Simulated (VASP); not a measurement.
# As (P6_422) in VASP: further runs

As is run at these levels: PBE; tasks: single point, relaxation of cell and atoms.

Program: VASP 6.6.1. These are calculated values, not measurements. Logs are shortened: lines on timing, memory, paths and dates and some standing lists are left out, and cuts for length are marked.

## (1) The cell of the first run

Symmetry: P6_422, No. 181, hexagonal system. The conventional cell has a = 6.068 Å, b = 6.068 Å, c = 3.850 Å, α = 90.00°, β = 90.00°, γ = 120.00°. Within 3.0 Å of As (site symmetry 2) lie 3 As at 2.27 to 2.29 Å.

The cell was generated, and may not be a known phase.

## (2) Single point, PBE

INCAR

```
SYSTEM = As
ALGO     = Normal         ! electronic algorithm
EDIFF    = 1E-6           ! SCF threshold, eV
ENCUT    = 520            ! plane-wave cutoff, eV
GGA      = PE             ! functional
ISIF     = 2              ! what is computed and relaxed
ISMEAR   = 0              ! smearing method
LASPH    = .True.         ! aspherical terms in the spheres
LCHARG   = .False.        ! write CHGCAR
LREAL    = .False.        ! projectors in reciprocal space
LWAVE    = .False.        ! write WAVECAR
NBANDS   = 24             ! bands
NELM     = 100            ! most SCF steps
PREC     = Accurate       ! precision mode
SIGMA    = 0.1            ! smearing width, eV
```

KPOINTS

```
k-points
0
Gamma
  3 3 4
  0 0 0
```

POSCAR

```
As
1.0
    6.0679224000      0.0000000000      0.0000000000
   -3.0339612000      5.2549749400      0.0000000000
    0.0000000000      0.0000000000      3.8503999000
As
6
Direct
    0.3127746600      0.0000000000      0.5000000000
    0.0000000000      0.3127746600      0.8333333300
    0.6872253400      0.6872253400      0.1666666700
    0.6872253400      0.0000000000      0.5000000000
    0.0000000000      0.6872253400      0.8333333300
    0.3127746600      0.3127746600      0.1666666700
```

Potentials or basis: VASP PAW PBE potentials, release 64 (As).

Started as:

```console
$ cat potpaw_PBE.64/As/POTCAR > POTCAR
$ mpirun -np 1 vasp_std > vasp.out
```

OUTCAR:

```text
SYSTEM = As
   EDIFF = 1E-6
   ENCUT = 520
   GGA = PE
   ISIF = 2
   ISMEAR = 0
   LASPH = .True.
   LREAL = .False.
   NELM = 100
   PREC = Accurate

 ion  position               nearest neighbor table
   1  0.313  0.000  0.500-   4 2.27   5 2.29   6 2.29
   2  0.000  0.313  0.833-   5 2.27   4 2.29   6 2.29
   3  0.687  0.687  0.167-   6 2.27   4 2.29   5 2.29
   4  0.687  0.000  0.500-   1 2.27   2 2.29   3 2.29
   5  0.000  0.687  0.833-   2 2.27   1 2.29   3 2.29
   6  0.313  0.313  0.167-   3 2.27   1 2.29   2 2.29

  LATTYP: Found a hexagonal cell.
 ALAT       =     6.0679224000
 C/A-ratio  =     0.6345499573

  Lattice vectors:

 A1 = (   6.0679224000,   0.0000000000,   0.0000000000)
 A2 = (  -3.0339612000,   5.2549749400,   0.0000000000)
 A3 = (   0.0000000000,   0.0000000000,   3.8503999000)

Analysis of symmetry for initial positions (statically):
=====================================================================
 Subroutine PRICEL returns:
 Original cell was already a primitive cell.

 Routine SETGRP: Setting up the symmetry group for a
 hexagonal supercell.

 Subroutine GETGRP returns: Found 12 space group operations
 (whereof  4 operations were pure point group operations)
 out of a pool of 24 trial point group operations.

The static configuration has the point symmetry D_2 .
 The point group associated with its full space group is D_6 .

Analysis of symmetry for dynamics (positions and initial velocities):
=====================================================================
 Subroutine PRICEL returns:
 Original cell was already a primitive cell.

 Routine SETGRP: Setting up the symmetry group for a
 hexagonal supercell.

 Subroutine GETGRP returns: Found 12 space group operations
 (whereof  4 operations were pure point group operations)
 out of a pool of 24 trial point group operations.

The dynamic configuration has the point symmetry D_2 .
 The point group associated with its full space group is D_6 .

 Subroutine INISYM returns: Found 12 space group operations
 (whereof  4 operations are pure point group operations),
 and found     1 'primitive' translations

----------------------------------------------------------------------------------------

                                     Primitive cell

  volume of cell :     122.7769

  direct lattice vectors                    reciprocal lattice vectors
     6.067922400  0.000000000  0.000000000     0.164801053  0.095147932  0.000000000
[... 76 lines left out ...]
   ENCUT  =  520.0 eV  38.22 Ry    6.18 a.u.  11.28 11.28  7.16*2*pi/ulx,y,z
   NELM   =    100;   NELMIN=  2; NELMDL= -5     # of ELM steps
   EDIFF  = 0.1E-05   stopping-criterion for ELM
   LREAL  =      F    real-space projection
[... 7 lines left out ...]
   TEBEG  =    0.0;   TEEND  =   0.0 temperature during run
   PSTRESS=    0.0 pullay stress
   NELECT =      30.0000    total number of electrons
   NUPDOWN=      -1.0000    fix difference up-down
   EMIN   =  10.00;   EMAX   =-10.00  energy-range for DOS
   EFERMI =   0.00;   METHOD = LEGACY
   ISMEAR =     0;   SIGMA  =   0.10  broadening in eV -4-tet -1-fermi 0-gaus
   EFERMI_NEDOS =   21; number of points for ismear=-14 and -15
   IALGO  =     38    algorithm
   IMIX   =      4    mixing-type and parameters
     AMIX     =   0.40;   BMIX     =  1.00
     AMIX_MAG =   1.60;   BMIX_MAG =  1.00
  volume/ion in A,a.u.               =      20.46       138.09
  Fermi-wavevector in a.u.,A,eV,Ry     =   1.023473  1.934084 14.252063  1.047497
  Thomas-Fermi vector in A             =   2.157208
   LORBIT       =      0    0 simple, 1 ext, 2 COOP (PROOUT), +10 PAW based schemes
   GGA     = PE    functional components
   LHFCALC =     F    Hartree Fock is set to
   AEXX    =    0.0000 exact exchange contribution
   IVDW    =     0    specifies the selected vdW correction
   LEPSILON=     F    determine dielectric tensor
   LRPA    =     F    only Hartree local field effects (RPA)
 non-spin polarized calculation
 Gauss-broadening in eV      SIGMA  =   0.10
  energy-cutoff  :      520.00
  volume of cell :      122.78
 maximum number of plane-waves:      3342
 NGX is ok and might be reduce to    48
   NGX = 23   NGY = 23   NGZ = 15

 number of electron      29.9999998 magnetization

 Free energy of the ion-electron system (eV)
  ---------------------------------------------------
  ext. energy  EPLUGINS =         0.00000000
  ---------------------------------------------------
  free energy    TOTEN  =       -22.48270538 eV

  energy without entropy =      -22.45576190  energy(sigma->0) =      -22.46923364

 E-fermi :   5.9000     XC(G=0): -10.0662

 val. band max:        5.7537018165   @ k =   0.3333   0.0000   0.0000
 cond. band min:       5.9137154468   @ k =   0.3333   0.0000   0.2500
 fundamental gap:      0.1600136303
 Fermi energy:         5.8999899765

 k-point     1 :       0.0000    0.0000    0.0000
  band No.  band energies     occupation
      1     -10.2480      2.00000
      2      -6.5362      2.00000
      3      -6.5362      2.00000
      4      -6.4086      2.00000
      5      -6.4086      2.00000
      6      -1.7458      2.00000
[... 232 lines left out ...]
     23      10.7255      0.00000
     24      11.2527      0.00000

------------------------ aborting loop because EDIFF is reached ----------------------------------------

  FORCE on cell =-STRESS in cart. coord.  units (eV):
  Direction    XX          YY          ZZ          XY          YZ          ZX
  --------------------------------------------------------------------------------------
  -------------------------------------------------------------------------------------
  Total       21.2933447     21.2933446     13.8127661      0.0000000      0.0000000      0.0000000
  in kB      277.8676332    277.8676325    180.2497773      0.0000000      0.0000000      0.0000000
  external PRESSURE =     245.3283476 kB  Pullay stress =       0.0000000 kB

 VOLUME and BASIS-vectors are now :
 -----------------------------------------------------------------------------
  energy-cutoff  :      520.00
  volume of cell :      122.78
      direct lattice vectors                 reciprocal lattice vectors
     6.067922400  0.000000000  0.000000000     0.164801053  0.095147932  0.000000000
    -3.033961200  5.254974940  0.000000000     0.000000000  0.190295865  0.000000000
     0.000000000  0.000000000  3.850399900     0.000000000  0.000000000  0.259713283

 POSITION                                       TOTAL-FORCE (eV/Angst)
 -----------------------------------------------------------------------------------
      1.89789      0.00000      1.92520         0.255415      0.000000     -0.000000
     -0.94895      1.64362      3.20867        -0.127708      0.221196      0.000000
      2.08502      3.61135      0.64173        -0.127708     -0.221196      0.000000
      4.17003      0.00000      1.92520        -0.255415      0.000000     -0.000000
     -2.08502      3.61135      3.20867         0.127708     -0.221196      0.000000
      0.94895      1.64362      0.64173         0.127708      0.221196     -0.000000
 -----------------------------------------------------------------------------------
    total drift:                               -0.000000      0.000000     -0.000008

  FREE ENERGIE OF THE ION-ELECTRON SYSTEM (eV)
  ---------------------------------------------------
  free  energy   TOTEN  =       -22.4827053770 eV

  energy  without entropy=      -22.4557618974  energy(sigma->0) =      -22.46923364
```

OSZICAR:

```text
N       E                     dE             d eps       ncg     rms          rms(c)
DAV:   1     0.126498651099E+03    0.12650E+03   -0.12225E+04   432   0.106E+03
DAV:   2    -0.137010661783E+02   -0.14020E+03   -0.13198E+03   568   0.175E+02
DAV:   3    -0.225415641129E+02   -0.88405E+01   -0.86366E+01   552   0.441E+01
DAV:   4    -0.226502071410E+02   -0.10864E+00   -0.10846E+00   496   0.533E+00
DAV:   5    -0.226514381140E+02   -0.12310E-02   -0.12308E-02   552   0.517E-01    0.858E+00
DAV:   6    -0.225349364077E+02    0.11650E+00   -0.47566E-02   472   0.996E-01    0.516E+00
DAV:   7    -0.224826598728E+02    0.52277E-01   -0.87561E-02   480   0.140E+00    0.161E-01
DAV:   8    -0.224825951916E+02    0.64681E-04   -0.39271E-03   488   0.290E-01    0.577E-02
DAV:   9    -0.224826840285E+02   -0.88837E-04   -0.30219E-04   536   0.821E-02    0.228E-02
DAV:  10    -0.224827006864E+02   -0.16658E-04   -0.14990E-05   504   0.207E-02    0.101E-02
DAV:  11    -0.224827047301E+02   -0.40437E-05   -0.63797E-06   488   0.132E-02    0.248E-03
DAV:  12    -0.224827053770E+02   -0.64687E-06   -0.94786E-08   280   0.154E-03
   1 F= -.22482705E+02 E0= -.22469234E+02  d E =-.269435E-01
```

stdout:

```text
POSCAR found type information on POSCAR As
 POSCAR found :  1 types and       6 ions
 scaLAPACK will be used
 LDA part: xc-table for (Slater+PW92), standard interpolation
 POSCAR, INCAR and KPOINTS ok, starting setup
 FFT: planning ... GRIDC
 FFT: planning ... GRID_SOFT
 FFT: planning ... GRID
 WAVECAR not read
 entering main loop
```

It took 78 s on 1 thread of AMD EPYC, shared host; peak memory 0.21 GiB.

What came out:

| Item | Value |
| --- | --- |
| Free energy | -22.4827 eV |
| Pressure | 24.5 GPa |
| Largest force | 0.255 eV/Å |
| Band gap on the k mesh | zero (bands 15 and 16 overlap by 1.98 eV) |

Forces in eV/Å, atoms in the order of the input:
```
As   0.255  0.000  0.000
As  -0.128  0.221  0.000
As  -0.128 -0.221  0.000
As  -0.255  0.000  0.000
As   0.128 -0.221  0.000
As   0.128  0.221  0.000
```

Caveat: the k points lie up to 0.41 Å⁻¹ apart, too coarse for converged energies and pressures of a metal.

## (3) Single point, PBE

This run uses another cell than the first one, of 26.93 Å³/atom.

INCAR

```
SYSTEM = As
  PREC = Accurate
  ENCUT = 520
  EDIFF = 1E-6
  ISMEAR = 0
  SIGMA = 0.1
  LREAL = .FALSE.
  LASPH = .TRUE.
  NELM = 100
  ALGO = Normal
  ISIF = 2
  LWAVE = .FALSE.
  LCHARG = .FALSE.
  GGA = PE
  NBANDS = 24
```

KPOINTS

```
Automatic mesh
0
G
  3 3 4
  0 0 0
```

POSCAR

```
As
1.0
    7.0034872404      0.0000000000      0.0000000000
   -3.5017436202      6.0651978653      0.0000000000
    0.0000000000      0.0000000000      3.8032592740
As
6
Direct
    0.3325358332      0.0000000000      0.5000000000
    0.0000000000      0.3325358332      0.8333333333
    0.6674641668      0.6674641668      0.1666666667
    0.6674641668      0.0000000000      0.5000000000
    0.0000000000      0.6674641668      0.8333333333
    0.3325358332      0.3325358332      0.1666666667
```

Potentials or basis: VASP PAW PBE potentials, release 64 (As).

Started as:

```console
$ cat potpaw_PBE.64/As/POTCAR > POTCAR
$ mpirun -np 1 vasp_std > vasp.out
```

Run time: 1.9 min. Hardware: 1 thread of AMD EPYC, shared host; peak memory 0.22 GiB.

The run converged. Its results:

```
Free energy            : -25.1541 eV
Pressure               : 0.3 GPa
Largest force          : 0.074 eV/Å
Band gap on the k mesh : zero (bands 15 and 16 overlap by 0.84 eV)
```

Forces in eV/Å, atoms in the order of the input:
```
As  -0.074  0.000  0.000
As   0.037 -0.064  0.000
As   0.037  0.064  0.000
As   0.074  0.000  0.000
As  -0.037  0.064  0.000
As  -0.037 -0.064  0.000
```

Stress tensor (GPa, compression positive):
```
 0.50  0.00  0.00
 0.00  0.50  0.00
 0.00  0.00 -0.10
```

Levels at points of the mesh, in eV from the Fermi level:
```
           k point  band 12  band 13  band 14  band 15  band 16  band 17  band 18  band 19
(0.00, 0.00, 0.00)    -0.53     0.33     0.59     0.59     0.70     1.34     1.34     2.58
(0.00, 0.00, 0.50)    -2.56    -2.39    -2.39     0.09     0.72     0.72     1.49     2.66
```

Caveat: the k points lie up to 0.41 Å⁻¹ apart, too coarse for converged energies and pressures of a metal.

[end of part 1 of 2]

The gap in the log of VASP goes by the Fermi energy; the results here count the filled bands.